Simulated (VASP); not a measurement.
# SnO (P4/nmm) in VASP: notebook, part 2 of 2

VASP 6.6.1. Earlier steps stand in the parts before.

### 3 Single point, LDA (14.53 Å³/atom)

INCAR

```
SYSTEM = SnO
ALGO = Normal ; EDIFF = 1E-7
ENCUT = 520 ; GGA = CA
ISIF = 2 ; ISMEAR = 0
LASPH = .TRUE. ; LCHARG = .TRUE.
LELF = .TRUE. ; LREAL = .FALSE.
LVHAR = .TRUE. ; LWAVE = .FALSE.
NBANDS = 28 ; NELM = 100
PREC = Accurate ; SIGMA = 0.15
```

KPOINTS

```
k-points
0
G
  12 12 10
  0 0 0
```

POSCAR

```
SnO
1.0
    3.6834612740      0.0000000000      0.0000000000
    0.0000000000      3.6834612740      0.0000000000
    0.0000000000      0.0000000000      4.2842338077
Sn O
2 2
Direct
    0.0000000000      0.5000000000      0.2457459271
    0.5000000000      0.0000000000      0.7542540729
    0.0000000000      0.0000000000      0.0000000000
    0.5000000000      0.5000000000      0.0000000000
```

Potentials or basis: VASP PAW LDA potentials, release 64 (Sn_d, O).

Launch:

```bash
$ cat potpaw_LDA.64/Sn_d/POTCAR potpaw_LDA.64/O/POTCAR > POTCAR
$ mpirun -np 1 vasp_std > vasp.out
```

It took 2.2 min on 1 thread of Intel Xeon Platinum 8488C (Sapphire Rapids), shared host; peak memory 0.31 GiB.

Results (log left out):

```yaml
Free_energy: -25.3233 eV
Pressure: 17.1 GPa
Largest_force: 2.345 eV/Å
Band_gap_on_the_k_mesh: zero (bands 20 and 21 overlap by 0.32 eV)
```

Forces on the atoms (eV/Å):
```
Sn   0.000  0.000  2.345
Sn   0.000  0.000 -2.345
O    0.000  0.000  0.000
O    0.000  0.000  0.000
```

Stress tensor (GPa, compression positive):
```
16.84  0.00  0.00
 0.00 16.84  0.00
 0.00  0.00 17.49
```

Levels at points of the mesh, in eV from the Fermi level:
```csv
k point,band 16,band 17,band 18,band 19,band 20,band 21,band 22,band 23,band 24,band 25
"(0.00, 0.00, 0.00)",-7.38,-4.35,-4.31,-4.31,-0.23,2.52,4.63,4.63,5.23,6.43
"(0.50, 0.00, 0.00)",-6.20,-6.05,-6.05,-3.22,-3.22,3.97,3.97,6.14,6.14,6.46
"(0.50, 0.50, 0.00)",-6.22,-3.51,-3.51,-1.88,-1.88,-0.39,-0.39,4.87,4.87,8.55
"(0.00, 0.00, 0.50)",-4.49,-4.32,-4.32,-2.36,-2.03,1.06,2.36,2.36,3.24,8.25
"(0.50, 0.00, 0.50)",-6.85,-6.11,-6.11,-1.95,-1.95,3.21,3.21,5.28,5.28,7.25
"(0.50, 0.50, 0.50)",-7.01,-3.51,-3.51,-3.27,-3.27,2.36,2.36,5.12,5.12,5.91
```

Caveat: the cell stands under pressure; semilocal functionals underestimate gaps, so a narrow gap can read as zero; spin-orbit coupling is left out, which moves the levels of the heavy elements; forces of over 1 eV/Å act on the atoms, so gaps and moduli don't describe the material at rest.

### 4 Single point, LDA (14.53 Å³/atom)

INCAR

```
  PREC = Accurate
  ENCUT = 520
  EDIFF = 1E-7
  ISMEAR = 0
  SIGMA = 0.15
  LREAL = F
  LASPH = T
  NELM = 60
  ALGO = Normal
  ISIF = 2
  LWAVE = F
  LCHARG = F
  NBANDS = 28
```

KPOINTS

```
Automatic mesh
0
Gamma
  12 12 10
```

POSCAR

```
SnO
1.0
    3.3972712681      0.0000000000      0.0000000000
    0.0000000000      3.3972712681      0.0000000000
    0.0000000000      0.0000000000      5.0364546550
Sn O
2 2
Direct
    0.0000000000      0.5000000000      0.2457459271
    0.5000000000      0.0000000000      0.7542540729
    0.0000000000      0.0000000000      0.0000000000
    0.5000000000      0.5000000000      0.0000000000
```

Launch:

```bash
$ cat potpaw_LDA.64/Sn_d/POTCAR potpaw_LDA.64/O/POTCAR > POTCAR
$ mpirun -np 1 vasp_std > vasp.out
```

Run time: 2.9 min. Hardware: 1 thread of Intel Xeon Platinum 8488C (Sapphire Rapids), shared host; peak memory 0.32 GiB.

The run converged. Its results:

```yaml
Free_energy: -24.7035 eV
Pressure: 22.8 GPa
Largest_force: 1.083 eV/Å
Band_gap_on_the_k_mesh: zero (bands 20 and 21 overlap by 1.29 eV)
```

Forces in eV/Å, atoms in the order of the input:
```
Sn   0.000  0.000  1.083
Sn   0.000  0.000 -1.083
O    0.000  0.000  0.000
O    0.000  0.000  0.000
```

Stress tensor (GPa, compression positive):
```
31.15  0.00  0.00
 0.00 31.15  0.00
 0.00  0.00  6.04
```

Levels at points of the mesh, in eV from the Fermi level:
| k point | band 18 | band 19 | band 20 | band 21 | band 22 | band 23 |
| --- | --- | --- | --- | --- | --- | --- |
| (0.00, 0.00, 0.00) | -3.21 | -3.21 | 0.52 | 3.65 | 3.98 | 5.14 |
| (0.50, 0.00, 0.00) | -5.58 | -4.00 | -4.00 | 2.72 | 2.72 | 6.96 |
| (0.50, 0.50, 0.00) | -2.45 | -2.36 | -2.36 | -0.77 | -0.77 | 3.43 |
| (0.00, 0.00, 0.50) | -3.42 | -3.23 | -3.23 | 3.00 | 3.15 | 3.15 |
| (0.50, 0.00, 0.50) | -5.56 | -2.72 | -2.72 | 1.71 | 1.71 | 6.49 |
| (0.50, 0.50, 0.50) | -3.03 | -2.46 | -2.46 | 1.51 | 1.51 | 3.28 |

Caveat: the cell stands under pressure; spin-orbit coupling is left out, which moves the levels of the heavy elements; forces of over 1 eV/Å act on the atoms, so gaps and moduli don't describe the material at rest.

### 5 Single point, LDA (14.53 Å³/atom)

INCAR

```
SYSTEM = SnO
PREC = Accurate ; ENCUT = 520
EDIFF = 1E-6 ; ISMEAR = 0
SIGMA = 0.15 ; LREAL = .FALSE.
LASPH = .TRUE. ; NELM = 60
ALGO = Normal ; ISIF = 2
LWAVE = .FALSE. ; LCHARG = .FALSE.
GGA = CA ; NBANDS = 28
```

KPOINTS

```
Automatic mesh
0
G
  12 12 10
  0 0 0
```

POSCAR

```
SnO
1.0
    3.6097110640      0.0000000000      0.0000000000
    0.0000000000      3.6097110640      0.0000000000
    0.0000000000      0.0000000000      4.4610850113
Sn O
2 2
Direct
    0.0000000000      0.5000000000      0.2457459271
    0.5000000000      0.0000000000      0.7542540729
    0.0000000000      0.0000000000      0.0000000000
    0.5000000000      0.5000000000      0.0000000000
```

Potentials or basis: VASP PAW LDA potentials, release 64 (Sn_d, O).

Launch:

```bash
$ cat potpaw_LDA.64/Sn_d/POTCAR potpaw_LDA.64/O/POTCAR > POTCAR
$ mpirun -np 1 vasp_std > vasp.out
```

OUTCAR:

```text
SYSTEM = SnO
   PREC = Accurate
   ENCUT = 520
   EDIFF = 1E-6
   ISMEAR = 0
   LREAL = .FALSE.
   LASPH = .TRUE.
   NELM = 60
   ISIF = 2
   GGA = CA

 ion  position               nearest neighbor table
   1  0.000  0.500  0.246-   3 2.11   4 2.11   3 2.11   4 2.11   2 3.36   2 3.36   2 3.36   2 3.36
                             2 3.41   2 3.41   2 3.41   2 3.41
   2  0.500  0.000  0.754-   3 2.11   4 2.11   4 2.11   3 2.11   1 3.36   1 3.36   1 3.36   1 3.36
                             1 3.41   1 3.41   1 3.41   1 3.41
   3  0.000  0.000  0.000-   1 2.11   2 2.11   1 2.11   2 2.11
   4  0.500  0.500  0.000-   1 2.11   2 2.11   2 2.11   1 2.11

[... 949 lines left out ...]
  -------------------------------------------------------------------------------------
  Total        7.1997804      7.1997804      5.8345731      0.0000000     -0.0000000      0.0000000
  in kB      198.4469615    198.4469615    160.8178622      0.0000000     -0.0000000      0.0000000
  external PRESSURE =     185.9039284 kB  Pullay stress =       0.0000000 kB

 VOLUME and BASIS-vectors are now :
 -----------------------------------------------------------------------------
  energy-cutoff  :      520.00
  volume of cell :       58.13
      direct lattice vectors                 reciprocal lattice vectors
     3.609711064  0.000000000  0.000000000     0.277030483  0.000000000  0.000000000
     0.000000000  3.609711064  0.000000000     0.000000000  0.277030483  0.000000000
     0.000000000  0.000000000  4.461085011     0.000000000  0.000000000  0.224160714

 POSITION                                       TOTAL-FORCE (eV/Angst)
 -----------------------------------------------------------------------------------
      0.00000      1.80486      1.09629        -0.000000     -0.000000      2.377268
      1.80486      0.00000      3.36479         0.000000     -0.000000     -2.377268
      0.00000      0.00000      0.00000        -0.000000      0.000000      0.000000
      1.80486      1.80486      0.00000        -0.000000     -0.000000      0.000000
 -----------------------------------------------------------------------------------
    total drift:                                0.000000      0.000000     -0.000000

  FREE ENERGIE OF THE ION-ELECTRON SYSTEM (eV)
  ---------------------------------------------------
  free  energy   TOTEN  =       -25.3018641102 eV

  energy  without entropy=      -25.2963344096  energy(sigma->0) =      -25.29909926
```

stdout:

```text
POSCAR found type information on POSCAR SnO
 POSCAR found :  2 types and       4 ions
 scaLAPACK will be used
 LDA part: xc-table for (Slater(with rela. corr.)+CA(PZ))
 , standard interpolation
 POSCAR, INCAR and KPOINTS ok, starting setup
 FFT: planning ... GRIDC
 FFT: planning ... GRID_SOFT
 FFT: planning ... GRID
 WAVECAR not read
 entering main loop
```

Wall time 2.2 min (1 thread of Intel Xeon Platinum 8488C (Sapphire Rapids), shared host); peak memory 0.32 GiB.

Results:

- Free energy: -25.3019 eV
- Pressure: 18.6 GPa
- Largest force: 2.377 eV/Å
- Band gap on the k mesh: zero (bands 20 and 21 overlap by 0.73 eV)

Forces on the atoms (eV/Å):
```
Sn   0.000  0.000  2.377
Sn   0.000  0.000 -2.377
O    0.000  0.000  0.000
O    0.000  0.000  0.000
```

Stress tensor (GPa, compression positive):
```
19.84  0.00  0.00
 0.00 19.84  0.00
 0.00  0.00 16.08
```

Levels at points of the mesh, in eV from the Fermi level:
| k point | band 17 | band 18 | band 19 | band 20 | band 21 | band 22 | band 23 | band 24 |
| --- | --- | --- | --- | --- | --- | --- | --- | --- |
| (0.00, 0.00, 0.00) | -4.60 | -4.30 | -4.30 | 0.05 | 2.62 | 4.58 | 4.58 | 4.61 |
| (0.50, 0.00, 0.00) | -6.28 | -6.28 | -3.61 | -3.61 | 3.65 | 3.65 | 6.17 | 6.17 |
| (0.50, 0.50, 0.00) | -3.52 | -3.52 | -2.19 | -2.19 | -0.62 | -0.62 | 4.29 | 4.29 |
| (0.00, 0.00, 0.50) | -4.32 | -4.32 | -3.02 | -2.32 | 1.32 | 2.38 | 2.38 | 3.59 |
| (0.50, 0.00, 0.50) | -6.23 | -6.23 | -2.29 | -2.29 | 2.92 | 2.92 | 5.40 | 5.40 |
| (0.50, 0.50, 0.50) | -3.53 | -3.53 | -3.36 | -3.36 | 1.96 | 1.96 | 4.66 | 4.66 |

Caveat: the cell stands under pressure; semilocal functionals underestimate gaps, so a narrow gap can read as zero; spin-orbit coupling is left out, which moves the levels of the heavy elements; forces of over 1 eV/Å act on the atoms, so gaps and moduli don't describe the material at rest.

### 6 The runs side by side

```tsv
cell	gap on the mesh (eV)	pressure (GPa)	largest force (eV/Å)
a = 3.537, b = 3.537, c = 4.645 Å, 4 atoms	none	20.1	2.17
a = 3.683, b = 3.683, c = 4.284 Å, 4 atoms	none	17.1	2.35
a = 3.397, b = 3.397, c = 5.036 Å, 4 atoms	none	22.8	1.08
a = 3.610, b = 3.610, c = 4.461 Å, 4 atoms	none	18.6	2.38
```

Alike in all rows: task single point; level LDA; potentials or basis VASP PAW LDA potentials, release 64 (Sn_d, O); no spin polarisation; k mesh 12 × 12 × 10; cutoff (eV) 520; smearing gaussian 0.15 eV.

Caveats: the cell stands under pressure; spin-orbit coupling is left out, which moves the levels of the heavy elements; forces of over 1 eV/Å act on the atoms, so gaps and moduli don't describe the material at rest; semilocal functionals underestimate gaps, so a narrow gap can read as zero (at least some runs).

Total energies depend on the potentials used, so only differences within one code and one set of settings carry meaning.
